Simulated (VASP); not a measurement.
BAs (rocksalt type): single point with LDA

The system is BAs (rocksalt type).

```
CELL_PARAMETERS angstrom
0.00000 1.95604 1.95604
1.95604 0.00000 1.95604
1.95604 1.95604 0.00000
ATOMIC_POSITIONS crystal
B 0.00000 0.00000 0.00000
As 0.50000 0.50000 0.50000
```

This cell differs from its parent crystal: volume scaled by 0.64.

- Program: VASP 6.6.1
- Task: single point
- Functional: LDA
- Potentials or basis: VASP PAW LDA potentials, release 64 (B, As)
- Cutoff: 520 eV
- k mesh: 17 × 17 × 17
- Occupations: fermi-dirac, width 0.1 eV
- Spin: no spin polarisation

- Pressure: 167.1 GPa
- Band gap on the k mesh: zero (band 4 reaches 16.03 eV, above the bottom of band 5 at 13.24 eV)

Levels at points of the mesh, in eV from the Fermi level:
```csv
k point,band 1,band 2,band 3,band 4,band 5,band 6,band 7,band 8
"(0.00, 0.00, 0.00)",-22.26,-0.46,-0.46,-0.46,9.11,9.11,9.11,11.48
```

Wall time 18 s on 1 thread of Intel(R) Xeon(R) 6975P-C (Granite Rapids), with other jobs on the host, peak memory 0.15 GiB.
